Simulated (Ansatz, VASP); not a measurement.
**Two plane-wave programs on SnO2**

```
Sn O
1.0
     4.99752    0.00000    0.00000
     0.00000    4.99754    0.00000
     0.00000    0.00000    3.26338
Sn O
2 4
Cartesian
  2.4988 2.4988 1.6317
  0.0000 0.0000 0.0000
  1.5453 1.5454 0.0000
  4.0441 0.9534 1.6317
  0.9535 4.0441 1.6317
  3.4522 3.4522 0.0000
```

Alike in both runs: functional PBE; k mesh 6 × 6 × 10; occupations gaussian, width 0.05 eV; no spin polarisation.

Ansatz relaxed the structure, and its values are those at the end. VASP's run is a single point on that final structure, the one shown.

|  | VASP | Ansatz |
| --- | --- | --- |
| version | VASP 6.6.1 | Ansatz 0.2.0 |
| potentials or method | VASP PAW PBE potentials, release 64 (Sn_d, O), cutoff 520 eV | scalar-relativistic, plane waves, PAW |
| valence electrons in the cell | 52 | 52 |

Ansatz gave:

* gap on the k mesh at the Fermi level (eV): 0.11
* least direct gap on the mesh (eV): 0.11
* pressure (GPa): -10.0
* rms of the force components (eV/Å): 0.001

Which values does VASP return?

gap on the k mesh at the Fermi level (eV): 0.09; least direct gap on the mesh (eV): 0.09; pressure (GPa): -9.6; rms of the force components (eV/Å): 0.015.

The functional is the same, so the differences come from potentials, cutoffs and numerics. Ansatz's warnings: stress scf threshold loose.
